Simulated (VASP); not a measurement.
# MgS (F-43m) in VASP: a series of runs

MgS is run at these levels: r2SCAN; tasks: single point, relaxation of cell and atoms.

Program: VASP 6.6.1. These are calculated values, not measurements. Logs are shortened: lines on timing, memory, paths and dates and some standing lists are left out, and cuts for length are marked.

## (1) The cell of the first run

Symmetry: F-43m, No. 216, cubic system. The conventional cell has a = 5.268 Å, b = 5.268 Å, c = 5.268 Å, α = 90.00°, β = 90.00°, γ = 90.00°. Mg (site symmetry -43m) has 4 S at 2.28 Å within 3.0 Å. Within 3.0 Å of S (site symmetry -43m) lie 4 Mg at 2.28 Å.

## (2) Single point, r2SCAN

POSCAR

```
MgS
1.0
    0.0000000000      2.6339681681      2.6339681681
    2.6339681681      0.0000000000      2.6339681681
    2.6339681681      2.6339681681      0.0000000000
Mg S
1 1
Direct
    0.0000000000      0.0000000000      0.0000000000
    0.7500000000      0.7500000000      0.7500000000
```

INCAR.step1

```
SYSTEM = MgS
PREC = Accurate
ENCUT = 520
ISMEAR = 1
SIGMA = 0.01
LREAL = .FALSE.
LASPH = .TRUE.
NELM = 100
NBANDS = 11
GGA = PE
ALGO = Normal
EDIFF = 1E-4
LWAVE = .TRUE.
LCHARG = .FALSE.
```

INCAR.step2

```
SYSTEM = MgS
PREC = Accurate
ENCUT = 520
EDIFF = 1E-6
ISMEAR = 1
SIGMA = 0.01
LREAL = .FALSE.
LASPH = .TRUE.
NELM = 100
ALGO = Normal
ISIF = 2
LWAVE = .FALSE.
LCHARG = .FALSE.
METAGGA = R2SCAN
LMIXTAU = .TRUE.
NBANDS = 11
ISTART = 1
```

KPOINTS

```
regular mesh
0
G
  7 7 7
  0 0 0
```

Potentials or basis: VASP PAW PBE potentials, release 64 (Mg, S).

Command:

```
> cat potpaw_PBE.64/Mg/POTCAR potpaw_PBE.64/S/POTCAR > POTCAR
> cp INCAR.step1 INCAR
> mpirun -np 1 vasp_std > vasp.out
> cp INCAR.step2 INCAR
> mpirun -np 1 vasp_std > vasp.out
```

OUTCAR:

```text
SYSTEM = MgS
   PREC = Accurate
   ENCUT = 520
   EDIFF = 1E-6
   ISMEAR = 1
   LREAL = .FALSE.
   LASPH = .TRUE.
   NELM = 100
   ISIF = 2
   METAGGA = R2SCAN
   ISTART = 1

 ion  position               nearest neighbor table
   1  0.000  0.000  0.000-   2 2.28   2 2.28   2 2.28   2 2.28
   2  0.750  0.750  0.750-   1 2.28   1 2.28   1 2.28   1 2.28

  LATTYP: Found a face centered cubic cell.
 ALAT       =     5.2679363362

  Lattice vectors:

 A1 = (   0.0000000000,   2.6339681681,   2.6339681681)
 A2 = (   2.6339681681,   0.0000000000,   2.6339681681)
 A3 = (   2.6339681681,   2.6339681681,   0.0000000000)

Analysis of symmetry for initial positions (statically):
=====================================================================
 Subroutine PRICEL returns:
 Original cell was already a primitive cell.

 Routine SETGRP: Setting up the symmetry group for a
 face centered cubic supercell.

 Subroutine GETGRP returns: Found 24 space group operations
 (whereof 24 operations were pure point group operations)
 out of a pool of 48 trial point group operations.

The static configuration has the point symmetry T_d .

Analysis of symmetry for dynamics (positions and initial velocities):
=====================================================================
 Subroutine PRICEL returns:
 Original cell was already a primitive cell.

 Routine SETGRP: Setting up the symmetry group for a
 face centered cubic supercell.

 Subroutine GETGRP returns: Found 24 space group operations
 (whereof 24 operations were pure point group operations)
 out of a pool of 48 trial point group operations.

The dynamic configuration has the point symmetry T_d .

 Subroutine INISYM returns: Found 24 space group operations
 (whereof 24 operations are pure point group operations),
 and found     1 'primitive' translations

----------------------------------------------------------------------------------------

                                     Primitive cell

  volume of cell :      36.5478

  direct lattice vectors                    reciprocal lattice vectors
     0.000000000  2.633968168  2.633968168    -0.189827655  0.189827655  0.189827655
     2.633968168  0.000000000  2.633968168     0.189827655 -0.189827655  0.189827655
     2.633968168  2.633968168  0.000000000     0.189827655  0.189827655 -0.189827655

  length of vectors
     3.724993506  3.724993506  3.724993506     0.328791143  0.328791143  0.328791143

  position of ions in fractional coordinates (direct lattice)
     0.000000000  0.000000000  0.000000000
     0.750000000  0.750000000  0.750000000

  ion indices of the primitive-cell ions
   primitive index   ion index
                 1           1
                 2           2

----------------------------------------------------------------------------------------

 KPOINTS: regular mesh

Automatic generation of k-mesh.
 Grid dimensions read from file:
 generate k-points for:    7    7    7

 Generating k-lattice:

  Cartesian coordinates                     Fractional coordinates (reciprocal lattice)
    -0.027118236  0.027118236  0.027118236     0.142857143  0.000000000  0.000000000
     0.027118236 -0.027118236  0.027118236     0.000000000  0.142857143  0.000000000
     0.027118236  0.027118236 -0.027118236     0.000000000  0.000000000  0.142857143

  Length of vectors
     0.046970163  0.046970163  0.046970163

  Shift w.r.t. Gamma in fractional coordinates (k-lattice)
     0.000000000  0.000000000  0.000000000

 Subroutine IBZKPT returns following result:
 ===========================================

 Found     20 irreducible k-points:

 Following reciprocal coordinates:
            Coordinates               Weight
  0.000000  0.000000  0.000000      1.000000
  0.142857  0.000000  0.000000      8.000000
  0.285714  0.000000  0.000000      8.000000
  0.428571  0.000000  0.000000      8.000000
  0.142857  0.142857  0.000000      6.000000
  0.285714  0.142857  0.000000     24.000000
[... 12 lines left out ...]
 -0.428571  0.428571  0.142857     24.000000
[... 47 lines left out ...]
      7      11.4237      0.00000
      8      11.4237      0.00000
      9      14.1673      0.00000
     10      14.1674      0.00000
     11      18.4470      0.00000

 k-point     2 :       0.1429    0.0000    0.0000
  band No.  band energies     occupation
      1     -10.1351      2.00000
      2       1.3032      2.00000
      3       2.2057      2.00000
      4       2.2057      2.00000
      5       8.4960      0.00000
      6      11.3442      0.00000
      7      11.6827      0.00000
      8      11.6827      0.00000
      9      13.6034      0.00000
     10      13.6034      0.00000
     11      17.2803      0.00000

 k-point     3 :       0.2857    0.0000    0.0000
  band No.  band energies     occupation
      1      -9.7017      2.00000
      2      -0.3749      2.00000
      3       2.0328      2.00000
      4       2.0328      2.00000
      5       9.0426      0.00000
      6      11.3709      0.00000
      7      11.3709      0.00000
      8      12.0299      0.00000
      9      14.2973      0.00000
     10      14.2973      0.00000
     11      16.5307      0.00000

 k-point     4 :       0.4286    0.0000    0.0000
  band No.  band energies     occupation
      1      -9.2872      2.00000
      2      -1.5296      2.00000
      3       1.9075      2.00000
      4       1.9075      2.00000
      5       8.9052      0.00000
      6      10.8312      0.00000
      7      10.8312      0.00000
      8      12.6180      0.00000
      9      16.3690      0.00000
     10      16.3690      0.00000
     11      17.6201      0.00000
[... 183 lines left out ...]
 k-point    18 :      -0.4286    0.2857    0.1429
  band No.  band energies     occupation
      1      -9.0498      2.00000
      2      -1.0120      2.00000
      3       0.4674      2.00000
      4       1.3726      2.00000
      5       8.8736      0.00000
      6      10.4999      0.00000
      7      12.0494      0.00000
      8      13.1674      0.00000
      9      15.4915      0.00000
     10      17.5657      0.00000
     11      19.0024      0.00000

 k-point    19 :      -0.4286    0.4286    0.1429
  band No.  band energies     occupation
      1      -8.9215      2.00000
      2      -0.8926      2.00000
      3       0.4735      2.00000
      4       0.8353      2.00000
      5       7.6166      0.00000
      6       9.9818      0.00000
      7      13.0401      0.00000
      8      14.8432      0.00000
      9      16.5394      0.00000
     10      18.3487      0.00000
     11      19.3799      0.00000

 k-point    20 :      -0.2857    0.4286    0.1429
  band No.  band energies     occupation
      1      -8.8753      2.00000
      2      -0.5413      2.00000
      3      -0.2948      2.00000
      4       0.9028      2.00000
      5       8.2768      0.00000
      6      11.0487      0.00000
      7      12.6299      0.00000
      8      12.9784      0.00000
      9      16.6987      0.00000
     10      17.1827      0.00000
     11      20.0271      0.00000

------------------------ aborting loop because EDIFF is reached ----------------------------------------

  FORCE on cell =-STRESS in cart. coord.  units (eV):
  Direction    XX          YY          ZZ          XY          YZ          ZX
  --------------------------------------------------------------------------------------
  -------------------------------------------------------------------------------------
  Total        4.5222157      4.5222157      4.5222157      0.0000000      0.0000000      0.0000000
  in kB      198.2441119    198.2441119    198.2441119      0.0000000      0.0000000      0.0000000
  external PRESSURE =     198.2441119 kB  Pullay stress =       0.0000000 kB

 VOLUME and BASIS-vectors are now :
 -----------------------------------------------------------------------------
  energy-cutoff  :      520.00
  volume of cell :       36.55
      direct lattice vectors                 reciprocal lattice vectors
     0.000000000  2.633968168  2.633968168    -0.189827655  0.189827655  0.189827655
     2.633968168  0.000000000  2.633968168     0.189827655 -0.189827655  0.189827655
     2.633968168  2.633968168  0.000000000     0.189827655  0.189827655 -0.189827655

 POSITION                                       TOTAL-FORCE (eV/Angst)
 -----------------------------------------------------------------------------------
      0.00000      0.00000      0.00000         0.000000      0.000000      0.000000
      3.95095      3.95095      3.95095        -0.000000     -0.000000     -0.000000
 -----------------------------------------------------------------------------------
    total drift:                               -0.000009     -0.000009     -0.000009

  FREE ENERGIE OF THE ION-ELECTRON SYSTEM (eV)
  ---------------------------------------------------
  free  energy   TOTEN  =       -15.0034068391 eV

  energy  without entropy=      -15.0034068391  energy(sigma->0) =      -15.00340684
```

It took 34 s on 1 thread of Intel Xeon 6975P-C, shared host; peak memory 0.16 GiB.

Results:

```yaml
Free_energy: -15.0034 eV
Pressure: 19.8 GPa
Band_gap_on_the_k_mesh: 4.28 eV, indirect (least direct gap 5.39 eV)
```

Caveat: the PAW data sets were made with another functional, which shifts forces and pressure a little. r2SCAN opens gaps a little over a GGA but as a rule still falls short of measured ones.

## (3) Single point, r2SCAN

This run uses another cell than the first one, of 19.95 Å³/atom, 1.092 times its volume.

POSCAR

```
MgS
1.0
    0.0000000000      2.7119849695      2.7119849695
    2.7119849695      0.0000000000      2.7119849695
    2.7119849695      2.7119849695      0.0000000000
Mg S
1 1
Direct
    0.0000000000      0.0000000000      0.0000000000
    0.7500000000      0.7500000000      0.7500000000
```

INCAR.step1

```
SYSTEM = MgS
PREC = Accurate
ENCUT = 520
ISMEAR = 1
SIGMA = 0.01
LREAL = .False.
LASPH = .True.
NELM = 100
NBANDS = 11
GGA = PE
ALGO = Normal
EDIFF = 1E-4
LWAVE = .True.
LCHARG = .False.
```

INCAR.step2

```
SYSTEM = MgS
PREC = Accurate
ENCUT = 520
EDIFF = 1E-6
ISMEAR = 1
SIGMA = 0.01
LREAL = .False.
LASPH = .True.
NELM = 100
ALGO = Normal
ISIF = 2
LWAVE = .False.
LCHARG = .False.
METAGGA = R2SCAN
LMIXTAU = .True.
NBANDS = 11
ISTART = 1
```

KPOINTS

```
regular mesh
0
Gamma
  7 7 7
  0 0 0
```

Potentials or basis: VASP PAW PBE potentials, release 64 (Mg, S).

Command:

```
> cat potpaw_PBE.64/Mg/POTCAR potpaw_PBE.64/S/POTCAR > POTCAR
> cp INCAR.step1 INCAR
> mpirun -np 1 vasp_std > vasp.out
> cp INCAR.step2 INCAR
> mpirun -np 1 vasp_std > vasp.out
```

It took 43 s on 1 thread of Intel Xeon 6975P-C, shared host; peak memory 0.17 GiB.

Results (log left out):

| Item | Value |
| --- | --- |
| Free energy | -15.3055 eV |
| Pressure | 9.7 GPa |
| Band gap on the k mesh | 4.39 eV, indirect (least direct gap 4.85 eV) |

Levels at points of the mesh, in eV from the valence-band top:
| k point | band 1 | band 2 | band 3 | band 4 | band 5 | band 6 | band 7 | band 8 |
| --- | --- | --- | --- | --- | --- | --- | --- | --- |
| (0.00, 0.00, 0.00) | -12.22 | 0.00 | 0.00 | 0.00 | 4.85 | 8.92 | 8.92 | 8.92 |

Caveat: the PAW data sets were made with another functional, which shifts forces and pressure a little. r2SCAN opens gaps a little over a GGA but as a rule still falls short of measured ones.

## (4) Single point, r2SCAN

This run uses another cell than the first one, of 21.11 Å³/atom, 1.155 times its volume.

POSCAR

```
MgS
1.0
    0.0000000000      2.7636948857      2.7636948857
    2.7636948857      0.0000000000      2.7636948857
    2.7636948857      2.7636948857      0.0000000000
Mg S
1 1
Direct
    0.0000000000      0.0000000000      0.0000000000
    0.7500000000      0.7500000000      0.7500000000
```

INCAR.step1

```
PREC = Accurate
ENCUT = 520
ISMEAR = 1
SIGMA = 0.01
LREAL = F
LASPH = T
NELM = 80
NBANDS = 11
GGA = PE
ALGO = Normal
EDIFF = 1E-4
LWAVE = T
LCHARG = F
```

INCAR.step2

```
PREC = Accurate
ENCUT = 520
EDIFF = 1E-6
ISMEAR = 1
SIGMA = 0.01
LREAL = F
LASPH = T
NELM = 80
ALGO = Normal
ISIF = 2
LWAVE = F
LCHARG = F
METAGGA = R2SCAN
LMIXTAU = T
NBANDS = 11
ISTART = 1
```

KPOINTS

```
regular mesh
0
Gamma
  7 7 7
```

Command:

```
> cat potpaw_PBE.64/Mg/POTCAR potpaw_PBE.64/S/POTCAR > POTCAR
> cp INCAR.step1 INCAR
> mpirun -np 1 vasp_std > vasp.out
> cp INCAR.step2 INCAR
> mpirun -np 1 vasp_std > vasp.out
```

Run time: 47 s. Hardware: 1 thread of Intel Xeon 6975P-C, shared host; peak memory 0.17 GiB.

Results (log left out):

| Property | Result |
| --- | --- |
| Free energy | -15.4093 eV |
| Pressure | 4.7 GPa |
| Band gap on the k mesh | 4.44 eV, indirect (least direct gap 4.53 eV) |

Levels at points of the mesh, in eV from the valence-band top:
| k point | band 1 | band 2 | band 3 | band 4 | band 5 | band 6 | band 7 | band 8 | band 9 |
| --- | --- | --- | --- | --- | --- | --- | --- | --- | --- |
| (0.00, 0.00, 0.00) | -12.00 | 0.00 | 0.00 | 0.00 | 4.52 | 8.78 | 8.78 | 8.78 | 11.60 |

Caveat: the PAW data sets were made with another functional, which shifts forces and pressure a little. r2SCAN opens gaps a little over a GGA but as a rule still falls short of measured ones.

## (5) Single point, r2SCAN

This run uses another cell than the first one, of 22.70 Å³/atom, 1.242 times its volume.

POSCAR

```
MgS
1.0
    0.0000000000      2.8315915330      2.8315915330
    2.8315915330      0.0000000000      2.8315915330
    2.8315915330      2.8315915330      0.0000000000
Mg S
1 1
Direct
    0.0000000000      0.0000000000      0.0000000000
    0.7500000000      0.7500000000      0.7500000000
```

INCAR.step1

```
  PREC = Accurate
  ENCUT = 520
  ISMEAR = 1
  SIGMA = 0.01
  LREAL = False
  LASPH = True
  NELM = 100
  NBANDS = 11
  GGA = PE
  ALGO = Normal
  EDIFF = 1E-4
  LWAVE = True
  LCHARG = False
```

INCAR.step2

```
  PREC = Accurate
  ENCUT = 520
  EDIFF = 1E-7
  ISMEAR = 1
  SIGMA = 0.01
  LREAL = False
  LASPH = True
  NELM = 100
  ALGO = Normal
  ISIF = 2
  LWAVE = False
  LCHARG = True
  METAGGA = R2SCAN
  LMIXTAU = True
  LELF = True
  LVHAR = True
  NBANDS = 11
  ISTART = 1
```

KPOINTS

```
Automatic mesh
0
Gamma
  7 7 7
```

Command:

```
> cat potpaw_PBE.64/Mg/POTCAR potpaw_PBE.64/S/POTCAR > POTCAR
> cp INCAR.step1 INCAR
> mpirun -np 1 vasp_std > vasp.out
> cp INCAR.step2 INCAR
> mpirun -np 1 vasp_std > vasp.out
```

It took 52 s on 1 thread of Intel Xeon 6975P-C, shared host; peak memory 0.17 GiB.

It converged, with:

```
Free energy            : -15.4505 eV
Pressure               : -0.3 GPa
Band gap on the k mesh : 4.13 eV, direct
```

Levels at points of the mesh, in eV from the valence-band top:
```tsv
k point	band 1	band 2	band 3	band 4	band 5	band 6	band 7	band 8	band 9
(0.00, 0.00, 0.00)	-11.74	0.00	0.00	0.00	4.13	8.59	8.59	8.59	11.45
```

Caveat: the PAW data sets were made with another functional, which shifts forces and pressure a little. A k mesh can miss the band edges.

## (6) Relaxation of cell and atoms, r2SCAN

This run uses another cell than the first one, of 22.74 Å³/atom, 1.244 times its volume.

POSCAR

```
MgS
1.0
    0.0000000000      2.8331200000      2.8331200000
    2.8331200000      0.0000000000      2.8331200000
    2.8331200000      2.8331200000      0.0000000000
Mg S
1 1
Direct
    0.0000000000      0.0000000000      0.0000000000
    0.7500000000      0.7500000000      0.7500000000
```

INCAR.step1

```
SYSTEM = MgS
PREC     = Accurate       ! precision mode
ENCUT    = 600            ! plane-wave cutoff, eV
ISMEAR   = 1              ! smearing method
SIGMA    = 0.01           ! smearing width, eV
LREAL    = .FALSE.        ! projectors in reciprocal space
LASPH    = .TRUE.         ! aspherical terms in the spheres
NELM     = 60             ! most SCF steps
GGA      = PE             ! functional
ALGO     = Normal         ! electronic algorithm
EDIFF    = 1E-4           ! SCF threshold, eV
LWAVE    = .TRUE.         ! write WAVECAR
LCHARG   = .FALSE.        ! write CHGCAR
```

INCAR.step2

```
SYSTEM = MgS
PREC     = Accurate       ! precision mode
ENCUT    = 600            ! plane-wave cutoff, eV
EDIFF    = 1E-6           ! SCF threshold, eV
ISMEAR   = 1              ! smearing method
SIGMA    = 0.01           ! smearing width, eV
LREAL    = .FALSE.        ! projectors in reciprocal space
LASPH    = .TRUE.         ! aspherical terms in the spheres
NELM     = 60             ! most SCF steps
ALGO     = Normal         ! electronic algorithm
ISIF     = 3              ! what is computed and relaxed
LWAVE    = .FALSE.        ! write WAVECAR
LCHARG   = .FALSE.        ! write CHGCAR
METAGGA  = R2SCAN         ! meta-GGA
LMIXTAU  = .TRUE.       
IBRION   = 2              ! ionic algorithm
NSW      = 60             ! ionic steps
EDIFFG   = -0.01          ! ionic threshold
ISTART   = 1
```

KPOINTS

```
regular mesh
0
G
  7 7 7
  0 0 0
```

Potentials or basis: VASP PAW PBE potentials, release 64 (Mg, S).

Command:

```
> cat potpaw_PBE.64/Mg/POTCAR potpaw_PBE.64/S/POTCAR > POTCAR
> cp INCAR.step1 INCAR
> mpirun -np 1 vasp_std > vasp.out
> cp INCAR.step2 INCAR
> mpirun -np 1 vasp_std > vasp.out
```

Wall time 56 s (1 thread of Intel Xeon 6975P-C, shared host); peak memory 0.19 GiB.

It converged, with:

| Item | Value |
| --- | --- |
| Free energy | -15.4513 eV |
| Relaxed volume | 22.59 Å³/atom |
| Relaxed cell | a = 3.998 Å, b = 3.998 Å, c = 3.998 Å, α = 60.00°, β = 60.00°, γ = 60.00° |
| Space group after relaxing (to 0.05 Å) | F-43m (No. 216) |
| Energy gained by relaxing | 0.2 meV/atom |
| Ionic steps | 3 |
| Pressure after relaxing | 0.0 GPa |
| Band gap on the k mesh | 4.15 eV, direct |

The path:
```tsv
step	energy change (eV)	largest force (eV/Å)	pressure (GPa)	volume (Å³)
1	0.0000	0.0000	-0.39	45.48
2	-0.0004	0.0000	0.09	45.11
3	-0.0004	0.0000	0.00	45.18
```

Final structure:
```yaml
crystal:
  lattice:
    - [0.00000, 2.82681, 2.82681]
    - [2.82681, 0.00000, 2.82681]
    - [2.82681, 2.82681, 0.00000]
  atoms:
    - { symbol: Mg, position: [0.00000, 0.00000, 0.00000] }
    - { symbol: S, position: [0.75000, 0.75000, 0.75000] }
```

Levels at points of the mesh, in eV from the valence-band top:
| k point | band 2 | band 3 | band 4 | band 5 | band 6 | band 7 |
| --- | --- | --- | --- | --- | --- | --- |
| (0.00, 0.00, 0.00) | 0.00 | 0.00 | 0.00 | 4.15 | 8.61 | 8.61 |

Caveat: the PAW data sets were made with another functional, which shifts forces and pressure a little. r2SCAN opens gaps a little over a GGA but as a rule still falls short of measured ones.

## (7) Summary

```tsv
task	cell	cutoff (eV)	gap on the mesh (eV)	pressure (GPa)
single point	a = 3.725 Å, angles 60.0°, 2 atoms	520	4.28	19.8
single point	a = 3.835 Å, angles 60.0°, 2 atoms	520	4.39	9.7
single point	a = 3.908 Å, angles 60.0°, 2 atoms	520	4.44	4.7
single point	a = 4.004 Å, angles 60.0°, 2 atoms	520	4.13	-0.3
relaxation of cell and atoms	relaxed from a = 4.007 Å, angles 60.0°, 2 atoms	600	4.15	0.0
```

Alike in all rows: level r2SCAN; potentials or basis VASP PAW PBE potentials, release 64 (Mg, S); no spin polarisation; k mesh 7 × 7 × 7; smearing methfessel-paxton 0.01 eV.

Caveats: the PAW data sets were made with another functional, which shifts forces and pressure a little.

Total energies depend on the potentials used, so only differences within one code and one set of settings carry meaning.
